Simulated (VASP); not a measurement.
Runs of VASP 6.6.1 on Ti2Co. The structure is that of space group Fd-3m (No. 227), or close to it. The cells are those of the table. 

| spin | cell | k mesh | gap on the mesh (eV) | pressure (GPa) |
| --- | --- | --- | --- | --- |
| off | a = 4.695 Å, angles 60.0°, 6 atoms | 10 × 10 × 10 | none | 29.5 |
| off | a = 4.956 Å, angles 60.0°, 6 atoms | 10 × 10 × 10 | none | 0.8 |
| off | a = 4.759 Å, angles 60.0°, 6 atoms | 10 × 10 × 10 | none | 20.6 |
| collinear, ferromagnetic start | a = 4.759 Å, angles 60.0°, 6 atoms | 8 × 8 × 8 | none | (a) |

Alike in all rows: task single point; level r2SCAN; potentials or basis VASP PAW PBE potentials, release 64 (Ti_sv, Co); cutoff (eV) 520; smearing gaussian 0.1 eV.

**Question.** Fill in the values left out.

**Answer.** (a) 22.2.

Caveats: the PAW data sets were made with another functional, which shifts forces and pressure a little; the cell stands under pressure (at least some runs).

A gap of «none» marks levels without a gap at the run's occupations.
